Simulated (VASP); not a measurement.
# CsPbCl3 (R32) in VASP: further runs

The runs below take CsPbCl3 through single point, relaxation of cell and atoms, with LDA, PBE.

Everything below comes from runs of VASP 6.6.1. Logs are shortened: lines on timing, memory, paths and dates and some standing lists are left out, and cuts for length are marked.

### Step 1. The cell of the first run

It takes space group R32 (No. 155, trigonal). The conventional cell has a = 7.761 Å, b = 7.761 Å, c = 9.658 Å, α = 90.00°, β = 90.00°, γ = 120.00°. Within 4.9 Å of Cs (site symmetry 32) lie 12 Cl at 3.60 to 4.17 Å and 8 Pb at 4.76 to 4.83 Å. Within 3.7 Å of Pb (site symmetry 32) lie 6 Cl at 2.77 Å. Cl (site symmetry 2) has 2 Pb at 2.77 Å and 1 Cs at 3.60 Å and 2 Cl at 3.66 Å within 3.7 Å.

### Step 2. Single point, LDA

File INCAR:

```
SYSTEM = CsPbCl3
PREC     = Accurate       ! precision mode
ENCUT    = 520            ! plane-wave cutoff, eV
EDIFF    = 1E-7           ! SCF threshold, eV
ISMEAR   = -1             ! smearing method
SIGMA    = 0.02           ! smearing width, eV
LREAL    = .FALSE.        ! projectors in reciprocal space
LASPH    = .TRUE.         ! aspherical terms in the spheres
NELM     = 80             ! most SCF steps
ALGO     = Normal         ! electronic algorithm
ISIF     = 2              ! what is computed and relaxed
LWAVE    = .FALSE.        ! write WAVECAR
LCHARG   = .TRUE.         ! write CHGCAR
LELF     = .TRUE.         ! ELF
LVHAR    = .TRUE.       
NBANDS   = 30             ! bands
```

File KPOINTS:

```
regular mesh
0
G
  4 4 4
  0 0 0
```

File POSCAR:

```
CsPbCl3
1.0
    3.8805628141      2.2404439853      3.2192169133
   -3.8805628141      2.2404439853      3.2192169133
    0.0000000000     -4.4808879706      3.2192169133
Cs Pb Cl
1 1 3
Direct
    0.5000000000      0.5000000000      0.5000000000
    0.0000000000      0.0000000000      0.0000000000
    0.5000000000      0.0366547143      0.9633452857
    0.0366547143      0.9633452857      0.5000000000
    0.9633452857      0.5000000000      0.0366547143
```

Potentials or basis: VASP PAW LDA potentials, release 64 (Cs_sv, Pb_d, Cl).

On the command line:

```
> cat potpaw_LDA.64/Cs_sv/POTCAR potpaw_LDA.64/Pb_d/POTCAR potpaw_LDA.64/Cl/POTCAR > POTCAR
> mpirun -np 1 vasp_std > vasp.out
```

OUTCAR:

```text
SYSTEM = CsPbCl3
   PREC = Accurate
   ENCUT = 520
   EDIFF = 1E-7
   ISMEAR = -1
   LREAL = .FALSE.
   LASPH = .TRUE.
   NELM = 80
   ISIF = 2

 ion  position               nearest neighbor table
   1  0.500  0.500  0.500-
   2  0.000  0.000  0.000-   4 2.77   4 2.77   3 2.77   5 2.77   5 2.77   3 2.77
   3  0.500  0.037  0.963-   2 2.77   2 2.77
   4  0.037  0.963  0.500-   2 2.77   2 2.77
   5  0.963  0.500  0.037-   2 2.77   2 2.77

  LATTYP: Found a trigonal (rhomboedric) cell.
 ALAT       =     5.5174010676
 COS(alpha) =     0.0106491713

  Lattice vectors:

 A1 = (   3.8805628141,   2.2404439853,   3.2192169133)
 A2 = (  -3.8805628141,   2.2404439853,   3.2192169133)
 A3 = (   0.0000000000,  -4.4808879706,   3.2192169133)

Analysis of symmetry for initial positions (statically):
=====================================================================
 Subroutine PRICEL returns:
 Original cell was already a primitive cell.

 Routine SETGRP: Setting up the symmetry group for a
 trigonal (rhombohedral) supercell.

 Subroutine GETGRP returns: Found  6 space group operations
 (whereof  6 operations were pure point group operations)
 out of a pool of 12 trial point group operations.

The static configuration has the point symmetry D_3 .

Analysis of symmetry for dynamics (positions and initial velocities):
=====================================================================
 Subroutine PRICEL returns:
 Original cell was already a primitive cell.

 Routine SETGRP: Setting up the symmetry group for a
 trigonal (rhombohedral) supercell.

 Subroutine GETGRP returns: Found  6 space group operations
 (whereof  6 operations were pure point group operations)
 out of a pool of 12 trial point group operations.

The dynamic configuration has the point symmetry D_3 .

 Subroutine INISYM returns: Found  6 space group operations
 (whereof  6 operations are pure point group operations),
 and found     1 'primitive' translations

----------------------------------------------------------------------------------------

                                     Primitive cell

  volume of cell :     167.9308

  direct lattice vectors                    reciprocal lattice vectors
     3.880562814  2.240443985  3.219216913     0.128847289  0.074390017  0.103544850
    -3.880562814  2.240443985  3.219216913    -0.128847289  0.074390017  0.103544850
     0.000000000 -4.480887971  3.219216913     0.000000000 -0.148780034  0.103544850

  length of vectors
     5.517401068  5.517401068  5.517401068     0.181265095  0.181265095  0.181265095

  position of ions in fractional coordinates (direct lattice)
     0.500000000  0.500000000  0.500000000
     0.000000000  0.000000000  0.000000000
     0.500000000  0.036654714  0.963345286
     0.036654714  0.963345286  0.500000000
     0.963345286  0.500000000  0.036654714

  ion indices of the primitive-cell ions
   primitive index   ion index
                 1           1
                 2           2
                 3           3
                 4           4
                 5           5

----------------------------------------------------------------------------------------

 KPOINTS: regular mesh

Automatic generation of k-mesh.
 Grid dimensions read from file:
 generate k-points for:    4    4    4

 Generating k-lattice:

  Cartesian coordinates                     Fractional coordinates (reciprocal lattice)
     0.032211822  0.018597504  0.025886213     0.250000000 -0.000000000  0.000000000
    -0.032211822  0.018597504  0.025886213    -0.000000000  0.250000000  0.000000000
     0.000000000 -0.037195009  0.025886213     0.000000000  0.000000000  0.250000000

  Length of vectors
     0.045316274  0.045316274  0.045316274

  Shift w.r.t. Gamma in fractional coordinates (k-lattice)
     0.000000000  0.000000000  0.000000000

 Subroutine IBZKPT returns following result:
 ===========================================

 Found     13 irreducible k-points:

 Following reciprocal coordinates:
            Coordinates               Weight
  0.000000  0.000000  0.000000      1.000000
  0.250000  0.000000  0.000000      6.000000
  0.500000  0.000000  0.000000      3.000000
  0.250000  0.250000  0.000000      6.000000
  0.500000  0.250000  0.000000     12.000000
 -0.250000  0.250000  0.000000      6.000000
  0.500000  0.500000  0.000000      3.000000
  0.250000  0.250000  0.250000      2.000000
  0.500000  0.250000  0.250000      6.000000
 -0.250000  0.250000  0.250000      6.000000
  0.500000  0.500000  0.250000      6.000000
 -0.250000  0.500000  0.250000      6.000000
  0.500000  0.500000  0.500000      1.000000
   k-points           NKPTS =     13   k-points in BZ     NKDIM =     13   number of bands    NBANDS=     30
   number of dos      NEDOS =    301   number of ions     NIONS =      5
   total plane-waves  NPLWV =  74088
   dimension x,y,z NGX =    42 NGY =   42 NGZ =   42
   dimension x,y,z NGXF=    84 NGYF=   84 NGZF=   84
   ions per type =               1   1   3
   NGX,Y,Z   is equivalent  to a cutoff of  12.66, 12.66, 12.66 a.u.
   NGXF,Y,Z  is equivalent  to a cutoff of  25.31, 25.31, 25.31 a.u.
 SYSTEM =  CsPbCl3
   PREC   = accura    normal or accurate (medium, high low for compatibility)
   ISTART =      0    job   : 0-new  1-cont  2-samecut
   ICHARG =      2    charge: 1-file 2-atom 10-const
   ISPIN  =      1    spin polarized calculation?
   LNONCOLLINEAR =      F non collinear calculations
   LSORBIT =      F    spin-orbit coupling
   LASPH  =      T    aspherical Exc in radial PAW
   ENCUT  =  520.0 eV  38.22 Ry    6.18 a.u.  10.26 10.26 10.26*2*pi/ulx,y,z
   NELM   =     80;   NELMIN=  2; NELMDL= -5     # of ELM steps
   EDIFF  = 0.1E-06   stopping-criterion for ELM
   LREAL  =      F    real-space projection
   EDIFFG = 0.1E-05   stopping-criterion for IOM
   NSW    =      0    number of steps for IOM
   IBRION =     -1    ionic relax: 0-MD 1-quasi-New 2-CG
   NFREE  =      0    steps in history (QN), initial steepest desc. (CG)
   ISIF   =      2    stress and relaxation
   ISYM   =      2    0-nonsym 1-usesym 2-fastsym
   POTIM  = 0.5000    time-step for ionic-motion
   TEBEG  =    0.0;   TEEND  =   0.0 temperature during run
   PSTRESS=    0.0 pullay stress
   NELECT =      44.0000    total number of electrons
   NUPDOWN=      -1.0000    fix difference up-down
   EMIN   =  10.00;   EMAX   =-10.00  energy-range for DOS
   EFERMI =   0.00;   METHOD = LEGACY
   ISMEAR =    -1;   SIGMA  =   0.02  broadening in eV -4-tet -1-fermi 0-gaus
   EFERMI_NEDOS =   21; number of points for ismear=-14 and -15
   IALGO  =     38    algorithm
   IMIX   =      4    mixing-type and parameters
     AMIX     =   0.40;   BMIX     =  1.00
     AMIX_MAG =   1.60;   BMIX_MAG =  1.00
  volume/ion in A,a.u.               =      33.59       226.65
  Fermi-wavevector in a.u.,A,eV,Ry     =   1.047568  1.979617 14.931021  1.097399
  Thomas-Fermi vector in A             =   2.182454
   LORBIT       =      0    0 simple, 1 ext, 2 COOP (PROOUT), +10 PAW based schemes
   GGA     = CA    functional components
   LHFCALC =     F    Hartree Fock is set to
   AEXX    =    0.0000 exact exchange contribution
   IVDW    =     0    specifies the selected vdW correction
   LEPSILON=     F    determine dielectric tensor
   LRPA    =     F    only Hartree local field effects (RPA)
 non-spin polarized calculation
  energy-cutoff  :      520.00
  volume of cell :      167.93
 maximum number of plane-waves:      4537
 NGX is ok and might be reduce to    42
   NGX = 21   NGY = 21   NGZ = 21

 number of electron      43.9999986 magnetization

 Free energy of the ion-electron system (eV)
  ---------------------------------------------------
  ext. energy  EPLUGINS =         0.00000000
  ---------------------------------------------------
  free energy    TOTEN  =       -19.40915549 eV

  energy without entropy =      -19.40915549  energy(sigma->0) =      -19.40915549

 E-fermi :   2.4385     XC(G=0):  -8.4763

 val. band max:        1.9750946010   @ k =   0.5000   0.5000   0.5000
 cond. band min:       3.7512614614   @ k =   0.5000   0.5000   0.5000
 fundamental gap:      1.7761668604
 Fermi energy:         2.4384671869

 k-point     1 :       0.0000    0.0000    0.0000
  band No.  band energies     occupation
      1     -19.2718      2.00000
      2     -14.8870      2.00000
      3     -14.8870      2.00000
      4     -14.6016      2.00000
      5     -14.6016      2.00000
      6     -14.5944      2.00000
[... 22 lines left out ...]
     29       7.8874      0.00000
     30       7.8880      0.00000

 k-point     2 :       0.2500    0.0000    0.0000
  band No.  band energies     occupation
      1     -19.2701      2.00000
      2     -14.8868      2.00000
      3     -14.8301      2.00000
      4     -14.6045      2.00000
      5     -14.6019      2.00000
      6     -14.5950      2.00000
[... 22 lines left out ...]
     29       7.4472      0.00000
     30       7.9605      0.00000

 k-point     3 :       0.5000    0.0000    0.0000
  band No.  band energies     occupation
      1     -19.2684      2.00000
      2     -14.8865      2.00000
      3     -14.7702      2.00000
      4     -14.6089      2.00000
      5     -14.6023      2.00000
      6     -14.5955      2.00000
[... 22 lines left out ...]
     29       7.4775      0.00000
     30       8.6075      0.00000

 k-point     4 :       0.2500    0.2500    0.0000
  band No.  band energies     occupation
      1     -19.2685      2.00000
      2     -14.8598      2.00000
      3     -14.7970      2.00000
      4     -14.6048      2.00000
      5     -14.6037      2.00000
      6     -14.5956      2.00000
[... 22 lines left out ...]
     29       7.7124      0.00000
     30       8.1163      0.00000

 k-point     5 :       0.5000    0.2500    0.0000
  band No.  band energies     occupation
      1     -19.2669      2.00000
      2     -14.8525      2.00000
      3     -14.7385      2.00000
      4     -14.6099      2.00000
      5     -14.6040      2.00000
      6     -14.5962      2.00000
[... 22 lines left out ...]
     29       7.8060      0.00000
     30       8.1614      0.00000

 k-point     6 :      -0.2500    0.2500    0.0000
  band No.  band energies     occupation
      1     -19.2685      2.00000
      2     -14.8599      2.00000
      3     -14.7957      2.00000
      4     -14.6071      2.00000
      5     -14.6030      2.00000
      6     -14.5956      2.00000
[... 22 lines left out ...]
     29       7.5858      0.00000
     30       7.8784      0.00000

 k-point     7 :       0.5000    0.5000    0.0000
  band No.  band energies     occupation
      1     -19.2655      2.00000
      2     -14.8343      2.00000
      3     -14.6845      2.00000
      4     -14.6130      2.00000
      5     -14.6061      2.00000
      6     -14.5968      2.00000
[... 22 lines left out ...]
     29       8.0261      0.00000
     30       8.0924      0.00000

 k-point     8 :       0.2500    0.2500    0.2500
  band No.  band energies     occupation
      1     -19.2671      2.00000
      2     -14.8003      2.00000
      3     -14.7937      2.00000
      4     -14.6054      2.00000
      5     -14.6047      2.00000
      6     -14.5962      2.00000
[... 22 lines left out ...]
     29       7.6286      0.00000
     30       8.2547      0.00000

 k-point     9 :       0.5000    0.2500    0.2500
  band No.  band energies     occupation
      1     -19.2656      2.00000
      2     -14.7968      2.00000
      3     -14.7268      2.00000
      4     -14.6109      2.00000
      5     -14.6053      2.00000
      6     -14.5969      2.00000
[... 22 lines left out ...]
     29       8.0065      0.00000
     30       8.0451      0.00000

 k-point    10 :      -0.2500    0.2500    0.2500
  band No.  band energies     occupation
      1     -19.2671      2.00000
      2     -14.7974      2.00000
      3     -14.7945      2.00000
      4     -14.6077      2.00000
      5     -14.6050      2.00000
      6     -14.5963      2.00000
[... 22 lines left out ...]
     29       7.9622      0.00000
     30       8.1831      0.00000

 k-point    11 :       0.5000    0.5000    0.2500
  band No.  band energies     occupation
      1     -19.2643      2.00000
      2     -14.7638      2.00000
      3     -14.6844      2.00000
      4     -14.6133      2.00000
      5     -14.6085      2.00000
      6     -14.5976      2.00000
[... 22 lines left out ...]
     29       7.6125      0.00000
     30       8.0134      0.00000

 k-point    12 :      -0.2500    0.5000    0.2500
  band No.  band energies     occupation
      1     -19.2656      2.00000
      2     -14.7954      2.00000
      3     -14.7278      2.00000
      4     -14.6103      2.00000
      5     -14.6066      2.00000
      6     -14.5969      2.00000
[... 22 lines left out ...]
     29       7.9483      0.00000
     30       8.1027      0.00000

 k-point    13 :       0.5000    0.5000    0.5000
  band No.  band energies     occupation
      1     -19.2631      2.00000
      2     -14.6844      2.00000
      3     -14.6844      2.00000
      4     -14.6137      2.00000
      5     -14.6137      2.00000
      6     -14.5983      2.00000
[... 22 lines left out ...]
     29       7.3873      0.00000
     30       8.5894      0.00000

------------------------ aborting loop because EDIFF is reached ----------------------------------------

  FORCE on cell =-STRESS in cart. coord.  units (eV):
  Direction    XX          YY          ZZ          XY          YZ          ZX
  --------------------------------------------------------------------------------------
  -------------------------------------------------------------------------------------
  Total        0.0189608      0.0189608      0.0096231      0.0000000      0.0000000      0.0000000
  in kB        0.1808997      0.1808997      0.0918113      0.0000000      0.0000000      0.0000000
  external PRESSURE =       0.1512036 kB  Pullay stress =       0.0000000 kB

 VOLUME and BASIS-vectors are now :
 -----------------------------------------------------------------------------
  energy-cutoff  :      520.00
  volume of cell :      167.93
      direct lattice vectors                 reciprocal lattice vectors
     3.880562814  2.240443985  3.219216913     0.128847289  0.074390017  0.103544850
    -3.880562814  2.240443985  3.219216913    -0.128847289  0.074390017  0.103544850
     0.000000000 -4.480887971  3.219216913     0.000000000 -0.148780034  0.103544850

 POSITION                                       TOTAL-FORCE (eV/Angst)
 -----------------------------------------------------------------------------------
      0.00000      0.00000      4.82883        -0.000000      0.000000      0.000000
      0.00000      0.00000      0.00000        -0.000000      0.000000      0.000000
      1.79804     -3.11430      4.82883        -0.000646      0.001119      0.000000
     -3.59608      0.00000      4.82883         0.001292      0.000000     -0.000000
      1.79804      3.11430      4.82883        -0.000646     -0.001119      0.000000
 -----------------------------------------------------------------------------------
    total drift:                               -0.000000      0.000000     -0.000000

  FREE ENERGIE OF THE ION-ELECTRON SYSTEM (eV)
  ---------------------------------------------------
  free  energy   TOTEN  =       -19.4091554903 eV

  energy  without entropy=      -19.4091554903  energy(sigma->0) =      -19.40915549
```

Wall time 50 s (1 thread of Oxide Virtual Turin-like, shared host); peak memory 0.21 GiB.

What came out:

```
Free energy            : -19.4092 eV
Pressure               : 0.0 GPa
Band gap on the k mesh : 1.78 eV
```

Levels at points of the mesh, in eV from the valence-band top:
```csv
k point,band 20,band 21,band 22,band 23,band 24,band 25
"(0.00, 0.00, 0.00)",-2.67,-2.67,-2.57,2.99,3.87,3.87
"(0.50, 0.00, 0.00)",-2.76,-2.68,-1.66,2.89,4.41,4.69
"(0.50, 0.50, 0.00)",-2.72,-2.30,-0.86,2.42,2.43,4.65
"(0.50, 0.50, 0.50)",-2.28,-2.28,0.00,1.78,1.83,1.83
```

Caveat: spin-orbit coupling is left out, which moves the levels of the heavy elements. A k mesh can miss the band edges.

(Part 1 of 2 ends here.)
